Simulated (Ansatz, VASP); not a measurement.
# ZnSe in VASP and in Ansatz

INCAR

```
SYSTEM = ZnSe
PREC = Accurate
ENCUT = 520
EDIFF = 1E-6
ISMEAR = -1
SIGMA = 0.05
LREAL = .False.
LASPH = .True.
NELM = 60
ALGO = Normal
ISIF = 2
LWAVE = .False.
LCHARG = .True.
GGA = PS
LELF = .True.
LVHAR = .True.
NBANDS = 16
```

Contents of KPOINTS:

```
regular mesh
0
Gamma
  8 8 8
  0 0 0
```

File POSCAR:

```
ZnSe
1.0
    0.0000000000      2.8147806350      2.8147806350
    2.8147806350      0.0000000000      2.8147806350
    2.8147806350      2.8147806350      0.0000000000
Se Zn
1 1
Direct
    0.7500000000      0.7500000000      0.7500000000
    0.0000000000      0.0000000000      0.0000000000
```

input.yaml

```yaml
crystal:
  lattice:
    - [0.0, 2.814780635, 2.814780635]
    - [2.814780635, 0.0, 2.814780635]
    - [2.814780635, 2.814780635, 0.0]
  atoms:
    - { symbol: Se, position: [0.75, 0.75, 0.75] }
    - { symbol: Zn, position: [0.0, 0.0, 0.0] }
kpoints:
  mp_grid: { grid: [8, 8, 8] }
scf:
  occupations: { method: fermi_dirac, width: 0.05 }
hamiltonian:
  xc: pbesol
  pseudopotentials: { kind: all_electron, lapw: { basis_error: 0.0005 } }
output:
  forces: true
  stress: true
  eigenvalues: true
```

Change from the starting cell: volume scaled by 0.98.

Alike in both runs: task single point; functional PBEsol; k mesh 8 × 8 × 8; occupations fermi-dirac, width 0.05 eV; no spin polarisation.

|  | VASP | Ansatz |
| --- | --- | --- |
| version | VASP 6.6.1 | Ansatz 0.2.0 |
| potentials or method | VASP PAW PBE potentials, release 64 (Se, Zn), cutoff 520 eV | all-electron LAPW, scalar-relativistic |

Ansatz gave:

* gap on the k mesh at the Fermi level (eV): 1.25
* least direct gap on the mesh (eV): 1.25
* pressure (GPa): 0.2

Task: Estimate VASP's values.

Result: gap on the k mesh at the Fermi level (eV): 1.25; least direct gap on the mesh (eV): 1.25; pressure (GPa): 0.4.

VASP's potentials were made for PBE, not for PBEsol. Ansatz ran all-electron here, and VASP with PAW potentials.
